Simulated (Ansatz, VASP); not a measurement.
Two plane-wave programs on TaSb

```
Ta Sb
1.0
     0.00000    3.14300    3.14300
     3.14300    0.00000    3.14300
     3.14300    3.14300    0.00000
Ta Sb
1 1
Direct
  0.00000 0.00000 0.00000
  0.25000 0.25000 0.25000
```

Alike in both runs: task single point; functional PBE; k mesh 6 × 6 × 6; occupations gaussian, width 0.05 eV; no spin polarisation.

|  | VASP | Ansatz |
| --- | --- | --- |
| version | VASP 6.6.1 | Ansatz 0.2.0 |
| potentials or method | VASP PAW PBE potentials, release 64 (Ta_pv, Sb), cutoff 520 eV | scalar-relativistic, plane waves, PAW |
| valence electrons in the cell | 16 | 28 |

|  | VASP | Ansatz | Ansatz less VASP |
| --- | --- | --- | --- |
| gap on the k mesh at the Fermi level (eV) | none | none | - |
| pressure (GPa) | 0.0 | -0.1 | -0.09 |

A gap of «none» marks a metal or a gap that the smearing closes. VASP's potentials hold 16 valence electrons a cell and Ansatz's 28, so a difference there can come from the potentials and not from the codes.

Neither program's run includes spin-orbit coupling.
